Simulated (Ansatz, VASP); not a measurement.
# Two plane-wave programs on KF

INCAR

```
ALGO = Normal
EDIFF = 1E-7
ENCUT = 520
GGA = PE
ISIF = 2
ISMEAR = 0
LASPH = True
LCHARG = False
LREAL = False
LWAVE = False
NBANDS = 15
NELM = 80
PREC = Accurate
SIGMA = 0.05
```

Contents of KPOINTS:

```
k-points
0
Gamma
  8 8 8
```

Contents of POSCAR:

```
KF
1.0
    0.0000000000      2.6734993184      2.6734993184
    2.6734993184      0.0000000000      2.6734993184
    2.6734993184      2.6734993184      0.0000000000
K F
1 1
Direct
    0.0000000000      0.0000000000      0.0000000000
    0.5000000000      0.5000000000      0.5000000000
```

Input for Ansatz:

```yaml
crystal:
  lattice:
    - [0.0, 2.6734993184, 2.6734993184]
    - [2.6734993184, 0.0, 2.6734993184]
    - [2.6734993184, 2.6734993184, 0.0]
  atoms:
    - { symbol: K, position: [0.0, 0.0, 0.0] }
    - { symbol: F, position: [0.5, 0.5, 0.5] }
basis:
  ecutwfc: 420
  ecutrho_ratio: 4
kpoints:
  mp_grid: { grid: [8, 8, 8] }
hamiltonian:
  xc: pbe
scf:
  occupations: { method: gaussian, width: 0.05 }
output:
  forces: true
  stress: true
  eigenvalues: true
```

Alike in both runs: task single point; functional PBE; k mesh 8 × 8 × 8; occupations gaussian, width 0.05 eV; no spin polarisation.

|  | VASP | Ansatz |
| --- | --- | --- |
| version | VASP 6.6.1 | Ansatz 0.2.0 |
| potentials or method | VASP PAW PBE potentials, release 64 (K_sv, F), cutoff 520 eV | scalar-relativistic, plane waves, PAW |
| valence electrons in the cell | 16 | 16 |

|  | VASP | Ansatz | Ansatz less VASP |
| --- | --- | --- | --- |
| gap on the k mesh at the Fermi level (eV) | 6.16 | 6.17 | +0.015 |
| least direct gap on the mesh (eV) | 6.16 | 6.17 | +0.015 |
| pressure (GPa) | 1.4 | 1.3 | -0.04 |

The functional is the same, so the differences come from potentials, cutoffs and numerics.
